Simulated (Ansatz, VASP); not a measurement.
ZnO in VASP and in Ansatz

```
Zn O
1.0
     3.22978    0.00000    0.00000
    -1.61489    2.79707    0.00000
     0.00000    0.00000    5.21495
Zn O
2 2
Direct
  0.33333 0.66667 0.50007
  0.66667 0.33333 0.00007
  0.66667 0.33333 0.37894
  0.33333 0.66667 0.87894
```

Alike in both runs: functional PBEsol; k mesh 8 × 8 × 5; occupations fermi-dirac, width 0.02 eV; no spin polarisation.

Ansatz relaxed the structure, and its values are those at the end. VASP's run is a single point on that final structure, the one shown.

|  | VASP | Ansatz |
| --- | --- | --- |
| version | VASP 6.6.1 | Ansatz 0.2.0 |
| potentials or method | VASP PAW PBE potentials, release 64 (Zn, O) | plane-wave PAW, scalar-relativistic |
| plane-wave cutoff (eV) | 600 | 420 |
| valence electrons in the cell | 36 | 36 |

|  | VASP | Ansatz | Ansatz less VASP |
| --- | --- | --- | --- |
| pressure (GPa) | 0.5 | 0.0 | -0.53 |

VASP's potentials were made for PBE, not for PBEsol. The functional is the same, so the differences come from potentials, cutoffs and numerics.
